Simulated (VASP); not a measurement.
Write the native input for VASP 6.6.1 that does the following.

```yaml
Task: single point
Functional: LDA
Potentials_or_basis: VASP PAW LDA potentials, release 64 (Cs_sv, Pt)
Cutoff: 500 eV
k_mesh: 4 × 4 × 4
Occupations: fermi-dirac, width 0.2 eV
Spin: no spin polarisation
Dipole_correction: no
Further_INCAR_settings: ALGO = Normal; EDIFF = 1e-06; NBANDS = 26
```

The structure of Cs3Pt lies in POSCAR:

```
Cs3Pt
1.0
    5.7776530000      0.0000000000      0.0000000000
    0.0000000000      5.7776530000      0.0000000000
    0.0000000000      0.0000000000      5.7776530000
Cs Pt
3 1
Direct
    0.0000000000      0.0000000000      0.5000000000
    0.0000000000      0.5000000000      0.0000000000
    0.5000000000      0.0000000000      0.0000000000
    0.5000000000      0.5000000000      0.5000000000
```

The input as run:

INCAR

```
ALGO = Normal
EDIFF = 1E-6
ENCUT = 500
GGA_COMPAT = False
ISIF = 2
ISMEAR = -1
LASPH = True
LCHARG = False
LREAL = False
LWAVE = False
NBANDS = 26
NELM = 120
PREC = Accurate
SIGMA = 0.2
```

KPOINTS

```
k-points
0
Gamma
  4 4 4
```

Potentials or basis: VASP PAW LDA potentials, release 64 (Cs_sv, Pt).

Run with:

```sh
$ cat potpaw_LDA.64/Cs_sv/POTCAR potpaw_LDA.64/Pt/POTCAR > POTCAR
$ mpirun -np 1 vasp_std > vasp.out
```

It gave:

* Pressure: -2.2 GPa
* Band gap on the k mesh: zero (an odd number of electrons rules out a gap without spin polarisation)

Caveat: spin-orbit coupling is left out, which moves the levels of the heavy elements.

Run time: 16 s on 1 thread of Intel(R) Xeon(R) 6975P-C (Granite Rapids), with other jobs on the host, peak memory 0.22 GiB.
